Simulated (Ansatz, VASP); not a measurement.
# One calculation of Ag, two programs

The input INCAR:

```
PREC = Accurate
ENCUT = 520
EDIFF = 1E-7
ISMEAR = -1
SIGMA = 0.05
LREAL = False
LASPH = True
NELM = 150
ALGO = Normal
ISIF = 2
LWAVE = False
LCHARG = False
MAGMOM = 0 0 0
LORBIT = 11
LSORBIT = True
GGA_COMPAT = False
LORBMOM = True
LMAXMIX = 4
GGA = PE
NBANDS = 22
```

File KPOINTS:

```
regular mesh
0
Gamma
  15 15 15
```

File POSCAR:

```
Ag
1.0
    0.0000000000      2.0431000000      2.0431000000
    2.0431000000      0.0000000000      2.0431000000
    2.0431000000      2.0431000000      0.0000000000
Ag
1
Direct
    0.0000000000      0.0000000000      0.0000000000
```

Input for Ansatz:

```yaml
crystal:
  lattice:
    - [0.0, 2.0431, 2.0431]
    - [2.0431, 0.0, 2.0431]
    - [2.0431, 2.0431, 0.0]
  atoms:
    - { symbol: Ag, position: [0.0, 0.0, 0.0] }
kpoints:
  mp_grid: { grid: [15, 15, 15] }
  band_path:
    path:
      - [0.0, 0.0, 0.0]
      - [0.5, 0.0, 0.5]
      - [0.625, 0.25, 0.625]
      - [0.375, 0.375, 0.75]
      - [0.0, 0.0, 0.0]
      - [0.5, 0.5, 0.5]
      - [0.5, 0.25, 0.75]
      - [0.5, 0.0, 0.5]
    npoints: 5
scf:
  occupations: { method: fermi_dirac, width: 0.05 }
hamiltonian:
  xc: pbe
  pseudopotentials: { kind: all_electron, lapw: { basis_error: 0.001 } }
output:
  forces: true
  stress: true
  eigenvalues: true
magnetization:
  noncollinear: true
  spin_orbit: true
```

Alike in both runs: task single point; functional PBE; k mesh 15 × 15 × 15; occupations fermi-dirac, width 0.05 eV; non-collinear spin, spin-orbit coupling.

|  | VASP | Ansatz |
| --- | --- | --- |
| version | VASP 6.6.1 | Ansatz 0.2.0 |
| potentials or method | VASP PAW PBE potentials, release 64 (Ag), cutoff 520 eV | all-electron LAPW |

Ansatz gave:

- pressure (GPa): 4.4
- net moment per atom (μB): 0.00

Question: What did VASP give for the same quantities?

Answer: Pressure (GPa): 4.3; net moment per atom (μB): 0.00.

Ansatz ran all-electron here, and VASP with PAW potentials.
